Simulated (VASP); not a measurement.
# P (Fm-3m) in VASP: relaxation of cell and atoms with LDA

Aim: the relaxation of cell and atoms of P with LDA.

Program: VASP 6.6.1. These are calculated values, not measurements. Logs are shortened: lines on timing, memory, paths and dates and some standing lists are left out, and cuts for length are marked.

## Step 1: The cell of the first run

The structure is cubic, space group Fm-3m (No. 225). Conventional cell: a = 3.880 Å, b = 3.880 Å, c = 3.880 Å, α = 90.00°, β = 90.00°, γ = 90.00°. Within 3.6 Å of P (site symmetry m-3m) lie 12 P at 2.74 Å.

This isn't the form of P at room conditions, which is orthorhombic.

## Step 2: Relaxation of cell and atoms, LDA

Contents of INCAR:

```
SYSTEM = P
PREC = Accurate
ENCUT = 500
EDIFF = 1E-7
ISMEAR = -1
SIGMA = 0.02
LREAL = .False.
LASPH = .True.
NELM = 120
ALGO = Normal
ISIF = 3
LWAVE = .False.
LCHARG = .False.
GGA = CA
IBRION = 2
NSW = 80
EDIFFG = -0.01
GGA_COMPAT = .False.
NELMIN = 4
```

Contents of KPOINTS:

```
Automatic mesh
0
Gamma
  19 19 19
  0 0 0
```

Contents of POSCAR:

```
P
1.0
    0.0000000000      1.9400000000      1.9400000000
    1.9400000000      0.0000000000      1.9400000000
    1.9400000000      1.9400000000      0.0000000000
P
1
Direct
    0.0000000000      0.0000000000      0.0000000000
```

Potentials or basis: VASP PAW LDA potentials, release 64 (P).

On the command line:

```
$ cat potpaw_LDA.64/P/POTCAR > POTCAR
$ mpirun -np 1 vasp_std > vasp.out
```

OUTCAR:

```text
SYSTEM = P
   PREC = Accurate
   ENCUT = 500
   EDIFF = 1E-7
   ISMEAR = -1
   LREAL = .False.
   LASPH = .True.
   NELM = 120
   ISIF = 3
   GGA = CA
   IBRION = 2
   NSW = 80
   EDIFFG = -0.01
   NELMIN = 4

 ion  position               nearest neighbor table
   1  0.000  0.000  0.000-

  LATTYP: Found a face centered cubic cell.
 ALAT       =     3.8800000000

  Lattice vectors:

 A1 = (   0.0000000000,   1.9400000000,   1.9400000000)
 A2 = (   1.9400000000,   0.0000000000,   1.9400000000)
 A3 = (   1.9400000000,   1.9400000000,   0.0000000000)

Analysis of symmetry for initial positions (statically):
=====================================================================
 Subroutine PRICEL returns:
 Original cell was already a primitive cell.

 Routine SETGRP: Setting up the symmetry group for a
 face centered cubic supercell.

 Subroutine GETGRP returns: Found 48 space group operations
 (whereof 48 operations were pure point group operations)
 out of a pool of 48 trial point group operations.

The static configuration has the point symmetry O_h .

Analysis of symmetry for dynamics (positions and initial velocities):
=====================================================================
 Subroutine PRICEL returns:
 Original cell was already a primitive cell.

 Routine SETGRP: Setting up the symmetry group for a
 face centered cubic supercell.

 Subroutine GETGRP returns: Found 48 space group operations
 (whereof 48 operations were pure point group operations)
 out of a pool of 48 trial point group operations.

The dynamic configuration has the point symmetry O_h .

 Subroutine INISYM returns: Found 48 space group operations
 (whereof 48 operations are pure point group operations),
 and found     1 'primitive' translations

----------------------------------------------------------------------------------------

                                     Primitive cell

  volume of cell :      14.6028

  direct lattice vectors                    reciprocal lattice vectors
     0.000000000  1.940000000  1.940000000    -0.257731959  0.257731959  0.257731959
     1.940000000  0.000000000  1.940000000     0.257731959 -0.257731959  0.257731959
     1.940000000  1.940000000  0.000000000     0.257731959  0.257731959 -0.257731959

  length of vectors
     2.743574311  2.743574311  2.743574311     0.446404847  0.446404847  0.446404847

  position of ions in fractional coordinates (direct lattice)
     0.000000000  0.000000000  0.000000000

  ion indices of the primitive-cell ions
   primitive index   ion index
                 1           1

----------------------------------------------------------------------------------------

 KPOINTS: Automatic mesh
[... 54 lines left out ...]
   dimension x,y,z NGXF=    40 NGYF=   40 NGZF=   40
   ions per type =               1
   NGX,Y,Z   is equivalent  to a cutoff of  12.12, 12.12, 12.12 a.u.
   NGXF,Y,Z  is equivalent  to a cutoff of  24.24, 24.24, 24.24 a.u.
 SYSTEM =  P
   PREC   = accura    normal or accurate (medium, high low for compatibility)
   ISTART =      0    job   : 0-new  1-cont  2-samecut
   ICHARG =      2    charge: 1-file 2-atom 10-const
   ISPIN  =      1    spin polarized calculation?
   LNONCOLLINEAR =      F non collinear calculations
   LSORBIT =      F    spin-orbit coupling
   LASPH  =      T    aspherical Exc in radial PAW
   ENCUT  =  500.0 eV  36.75 Ry    6.06 a.u.   5.00  5.00  5.00*2*pi/ulx,y,z
   NELM   =    120;   NELMIN=  4; NELMDL= -5     # of ELM steps
   EDIFF  = 0.1E-06   stopping-criterion for ELM
   LREAL  =      F    real-space projection
   EDIFFG = -.1E-01   stopping-criterion for IOM
   NSW    =     80    number of steps for IOM
   IBRION =      2    ionic relax: 0-MD 1-quasi-New 2-CG
   NFREE  =      1    steps in history (QN), initial steepest desc. (CG)
   ISIF   =      3    stress and relaxation
   ISYM   =      2    0-nonsym 1-usesym 2-fastsym
   POTIM  = 0.5000    time-step for ionic-motion
   TEBEG  =    0.0;   TEEND  =   0.0 temperature during run
   PSTRESS=    0.0 pullay stress
   NELECT =       5.0000    total number of electrons
   NUPDOWN=      -1.0000    fix difference up-down
   EMIN   =  10.00;   EMAX   =-10.00  energy-range for DOS
   EFERMI =   0.00;   METHOD = LEGACY
   ISMEAR =    -1;   SIGMA  =   0.02  broadening in eV -4-tet -1-fermi 0-gaus
   EFERMI_NEDOS =   21; number of points for ismear=-14 and -15
   IALGO  =     38    algorithm
   IMIX   =      4    mixing-type and parameters
     AMIX     =   0.40;   BMIX     =  1.00
     AMIX_MAG =   1.60;   BMIX_MAG =  1.00
  volume/ion in A,a.u.               =      14.60        98.54
  Fermi-wavevector in a.u.,A,eV,Ry     =   1.145301  2.164306 17.846968  1.311715
  Thomas-Fermi vector in A             =   2.281990
   LORBIT       =      0    0 simple, 1 ext, 2 COOP (PROOUT), +10 PAW based schemes
   GGA     = CA    functional components
   LHFCALC =     F    Hartree Fock is set to
   AEXX    =    0.0000 exact exchange contribution
   IVDW    =     0    specifies the selected vdW correction
   LEPSILON=     F    determine dielectric tensor
   LRPA    =     F    only Hartree local field effects (RPA)
 conjugate gradient relaxation of ions
 non-spin polarized calculation
  energy-cutoff  :      500.00
  volume of cell :       14.60
 maximum number of plane-waves:       381
   NGX =  9   NGY =  9   NGZ =  9

--------------------------------------- Ionic step        1  -------------------------------------------

 number of electron       5.0000000 magnetization

 Free energy of the ion-electron system (eV)
  ---------------------------------------------------
  ext. energy  EPLUGINS =         0.00000000
  ---------------------------------------------------
  free energy    TOTEN  =        -5.29372020 eV

  energy without entropy =       -5.29319066  energy(sigma->0) =       -5.29345543

 E-fermi :   9.6334     XC(G=0): -11.5305

 val. band max:        9.6269172544   @ k =   0.3158   0.2105   0.0000
 cond. band min:       9.6649687457   @ k =  -0.2105   0.0526   0.0000
 fundamental gap:      0.0380514913
 Fermi energy:         9.6334294726

 k-point     1 :       0.0000    0.0000    0.0000
  band No.  band energies     occupation
      1      -6.5670      2.00000
      2      16.3291      0.00000
      3      16.3291      0.00000
      4      16.3291      0.00000
      5      21.1136      0.00000
      6      21.1136      0.00000
[... 276 lines left out ...]
--------------------------------------- Ionic step        3  -------------------------------------------

 number of electron       4.9999999 magnetization

 Free energy of the ion-electron system (eV)
  ---------------------------------------------------
  ext. energy  EPLUGINS =         0.00000000
  ---------------------------------------------------
  free energy    TOTEN  =        -5.30399150 eV

  energy without entropy =       -5.30325716  energy(sigma->0) =       -5.30362433

 E-fermi :  10.3536     XC(G=0): -11.7344

 val. band max:       10.3421492837   @ k =  -0.4737   0.4737   0.0526
 cond. band min:      10.3562239308   @ k =   0.3684   0.2632   0.1053
 fundamental gap:      0.0140746471
 Fermi energy:        10.3535592842

 k-point     1 :       0.0000    0.0000    0.0000
  band No.  band energies     occupation
      1      -6.3703      2.00000
      2      17.4636      0.00000
      3      17.4636      0.00000
      4      17.4636      0.00000
      5      21.9108      0.00000
      6      21.9108      0.00000
[... 235 lines left out ...]
  FREE ENERGIE OF THE ION-ELECTRON SYSTEM (eV)
  ---------------------------------------------------
  free  energy   TOTEN  =        -5.3039915019 eV

  energy  without entropy=       -5.3032571649  energy(sigma->0) =       -5.30362433

 reached required accuracy - stopping structural energy minimisation
```

CONTCAR:

```text
P
   1.00000000000000
    -0.0000000000000000    1.9094653798902552    1.9094653798902552
     1.9094653798902552    0.0000000000000000    1.9094653798902552
     1.9094653798902552    1.9094653798902552    0.0000000000000000
  P
     1
Direct
     0.0000000000000000    0.0000000000000000    0.0000000000000000

  0.00000000E+00  0.00000000E+00  0.00000000E+00
```

Wall time 20 s (1 thread of Intel Xeon Platinum 8375C at 2.90GHz (Ice Lake), shared host); peak memory 0.12 GiB.

What came out:

```yaml
Free_energy: -5.3040 eV
Relaxed_volume: 13.92 Å³/atom
Relaxed_cell: a = 2.700 Å, b = 2.700 Å, c = 2.700 Å, α = 60.00°, β = 60.00°, γ = 60.00°
Space_group_after_relaxing_to_0.1_Å: Fm-3m (No. 225)
Energy_gained_by_relaxing: 10.3 meV/atom
Ionic_steps: 3
Pressure_after_relaxing: 0.0 GPa
Band_gap_on_the_k_mesh: zero (an odd number of electrons rules out a gap without spin polarisation)
```

Step by step:
```csv
step,energy change (eV),largest force (eV/Å),pressure (GPa),volume (Å³)
1,0.0000,0.0000,-4.74,14.60
2,-0.0092,0.0000,1.67,13.71
3,-0.0103,0.0000,0.00,13.92
```

Final structure:
```xyz
1
Lattice="0.0000 1.9095 1.9095 1.9095 0.0000 1.9095 1.9095 1.9095 0.0000" Properties=species:S:1:pos:R:3 pbc="T T T"
P     0.0000    0.0000    0.0000
```

Levels at points of the mesh, in eV from the Fermi level:
| k point | band 1 | band 2 | band 3 | band 4 | band 5 | band 6 |
| --- | --- | --- | --- | --- | --- | --- |
| (0.00, 0.00, 0.00) | -16.72 | 7.11 | 7.11 | 7.11 | 11.56 | 11.56 |
